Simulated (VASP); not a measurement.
A run of VASP 6.6.1:

File POSCAR:

```
BaTiO3
1.0
    2.8368974874      1.6378835280      2.3209936158
   -2.8368974874      1.6378835280      2.3209936158
    0.0000000000     -3.2757670560      2.3209936158
Ba Ti O
1 1 3
Direct
    0.9999656897      0.9999656897      0.9999656897
    0.5077048750      0.5077048750      0.5077048750
    0.5533083409      0.5533083409      0.8644127536
    0.4922539385      0.9865215584      0.4922539385
    0.9865215584      0.4922539385      0.4922539385
```

Contents of INCAR.step1:

```
PREC = Accurate
ENCUT = 520
ISMEAR = 0
SIGMA = 0.05
LREAL = F
LASPH = T
NELM = 150
LMAXMIX = 4
LDAU = T
LDAUTYPE = 2
LDAUL = -1 2 -1
LDAUU = 0 4 0
LDAUJ = 0 0 0
NBANDS = 28
GGA = PE
ALGO = Normal
EDIFF = 1E-4
LWAVE = T
LCHARG = F
```

File INCAR.step2:

```
PREC = Accurate
ENCUT = 520
EDIFF = 1E-6
ISMEAR = 0
SIGMA = 0.05
LREAL = F
LASPH = T
NELM = 150
ALGO = Normal
ISIF = 2
LWAVE = F
LCHARG = F
LMAXMIX = 4
LDAU = T
LDAUTYPE = 2
LDAUL = -1 2 -1
LDAUU = 0 4 0
LDAUJ = 0 0 0
LDAUPRINT = 1
METAGGA = R2SCAN
LMIXTAU = T
NBANDS = 28
ISTART = 1
```

KPOINTS

```
regular mesh
0
Gamma
  6 6 6
```

Potentials or basis: VASP PAW PBE potentials, release 64 (Ba_sv, Ti_sv, O).

Run with:

```bash
$ cat potpaw_PBE.64/Ba_sv/POTCAR potpaw_PBE.64/Ti_sv/POTCAR potpaw_PBE.64/O/POTCAR > POTCAR
$ cp INCAR.step1 INCAR
$ mpirun -np 1 vasp_std > vasp.out
$ cp INCAR.step2 INCAR
$ mpirun -np 1 vasp_std > vasp.out
```

Hardware: 1 thread of Intel(R) Xeon(R) Platinum 8259CL CPU @ 2.50GHz (Skylake/Cascade Lake), on a shared host.

Estimate the wall time of this run.

Wall time 7.9 min on 1 thread of Intel(R) Xeon(R) Platinum 8259CL CPU @ 2.50GHz (Skylake/Cascade Lake), with other jobs on the host, peak memory 0.26 GiB. Counts: k points 68.
